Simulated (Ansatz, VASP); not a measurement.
## One calculation of Au, two programs

```
Au
1.0
     0.00000    2.08022    2.08022
     2.08022    0.00000    2.08022
     2.08022    2.08022    0.00000
Au
1
Direct
  0.00000 0.00000 0.00000
```

Alike in both runs: task relaxation of cell and atoms; functional PBE; k mesh 18 × 18 × 18; occupations gaussian, width 0.1 eV; no spin polarisation.

|  | VASP | Ansatz |
| --- | --- | --- |
| version | VASP 6.6.1 | Ansatz 0.2.0 |
| potentials or method | VASP PAW PBE potentials, release 64 (Au), cutoff 600 eV | scalar-relativistic, plane waves, PAW |
| valence electrons in the cell | 11 | 19 |

|  | VASP | Ansatz | Ansatz less VASP |
| --- | --- | --- | --- |
| gap on the k mesh at the Fermi level, each at its own relaxed structure (eV) | none | none | - |
| relaxed volume (Å³/atom) | 17.95 | 17.97 | +0.025 |
| relaxed cell length with the largest relative difference (Å) | 2.939 | 2.940 | +0.0014 |

A gap of «none» marks a metal or a gap that the smearing closes. VASP's potentials hold 11 valence electrons a cell and Ansatz's 19, so a difference there can come from the potentials and not from the codes.

Spin-orbit coupling is off throughout.
